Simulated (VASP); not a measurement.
Set up this calculation in VASP 6.6.1, as the native input.

```
Task                   : single point
Functional             : BLYP
Potentials or basis    : VASP PAW PBE potentials, release 64 (Ag)
Cutoff                 : 520 eV
k mesh                 : 16 × 16 × 5
Occupations            : fermi-dirac, width 0.1 eV
Spin                   : no spin polarisation
Dipole correction      : no
Further INCAR settings : ALGO = Normal; EDIFF = 1e-06; NBANDS = 30
```

The structure of Ag lies in POSCAR:

```
Ag
1.0
    3.0005859699      0.0000000000      0.0000000000
   -1.5002929850      2.5985836762      0.0000000000
    0.0000000000      0.0000000000      9.9017644385
Ag
4
Direct
    0.3333333333      0.6666666667      0.2500000000
    0.6666666667      0.3333333333      0.7500000000
    0.0000000000      1.0000000000      1.0000000000
    0.0000000000      1.0000000000      0.5000000000
```

The input as run:

INCAR

```
SYSTEM = Ag
AGGAC    = 1.0          
AGGAX    = 1.0          
ALDAC    = 0.0          
ALDAX    = 1.0          
ALGO     = Normal         ! electronic algorithm
EDIFF    = 1E-6           ! SCF threshold, eV
ENCUT    = 520            ! plane-wave cutoff, eV
GGA      = B5             ! functional
ISIF     = 2              ! what is computed and relaxed
ISMEAR   = -1             ! smearing method
LASPH    = .TRUE.         ! aspherical terms in the spheres
LCHARG   = .FALSE.        ! write CHGCAR
LREAL    = .FALSE.        ! projectors in reciprocal space
LWAVE    = .FALSE.        ! write WAVECAR
NBANDS   = 30             ! bands
NELM     = 80             ! most SCF steps
PREC     = Accurate       ! precision mode
SIGMA    = 0.1            ! smearing width, eV
```

KPOINTS

```
k-points
0
G
  16 16 5
  0 0 0
```

Potentials or basis: VASP PAW PBE potentials, release 64 (Ag).

Launch:

```sh
$ cat potpaw_PBE.64/Ag/POTCAR > POTCAR
$ mpirun -np 1 vasp_std > vasp.out
```

Results of the run:

```
Pressure               : 0.2 GPa
Band gap on the k mesh : zero (band 22 reaches 10.65 eV, above the bottom of band 23 at 4.24 eV)
```

Caveat: the PAW data sets were made with another functional, which shifts forces and pressure a little.

It took 96 s on 1 thread of Intel(R) Xeon(R) 6975P-C (Granite Rapids), on a shared host, peak memory 0.3 GiB.
